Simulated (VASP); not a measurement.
Wanted: the native input for a VASP 6.6.1 run.

* Task: single point
* Functional: PBE
* Potentials or basis: VASP PAW PBE potentials, release 64 (Pt)
* Cutoff: 520 eV
* k mesh: 20 × 20 × 20
* Occupations: gaussian, width 0.15 eV
* Spin: no spin polarisation
* Dipole correction: no
* Further INCAR settings: ALGO = Fast; EDIFF = 1e-06; NBANDS = 11

The structure of Pt lies in POSCAR:

```
Pt
1.0
    0.0000000000      2.1047425000      1.9579000000
    2.1047425000      0.0000000000      1.9579000000
    2.1047425000      2.1047425000      0.0000000000
Pt
1
Direct
    0.0000000000      0.0000000000      0.0000000000
```

This cell differs from its parent crystal: strain +0.0750 x Voigt [1, 1, 0, 0, 0, 0].

These files were run (other wordings do the same):

INCAR

```
  PREC = Accurate
  ENCUT = 520
  EDIFF = 1E-6
  ISMEAR = 0
  SIGMA = 0.15
  LREAL = F
  LASPH = T
  NELM = 80
  ALGO = Fast
  ISIF = 2
  LWAVE = F
  LCHARG = F
  GGA = PE
  NBANDS = 11
```

KPOINTS

```
regular mesh
0
Gamma
  20 20 20
```

Potentials or basis: VASP PAW PBE potentials, release 64 (Pt).

Launch:

```console
$ cat potpaw_PBE.64/Pt/POTCAR > POTCAR
$ mpirun -np 1 vasp_std > vasp.out
```

Results of the run:

```yaml
Pressure: -19.2 GPa
Band_gap_on_the_k_mesh: zero (bands 5 and 6 overlap by 1.97 eV)
```

Caveat: the cell differs from its parent crystal (strain +0.0750 x Voigt [1, 1, 0, 0, 0, 0]); the cell stands under tension; spin-orbit coupling is left out, which moves the levels of the heavy elements.

Wall time 53 s on 1 thread of Intel(R) Xeon(R) Platinum 8488C (Sapphire Rapids), with other jobs on the host, peak memory 0.25 GiB.
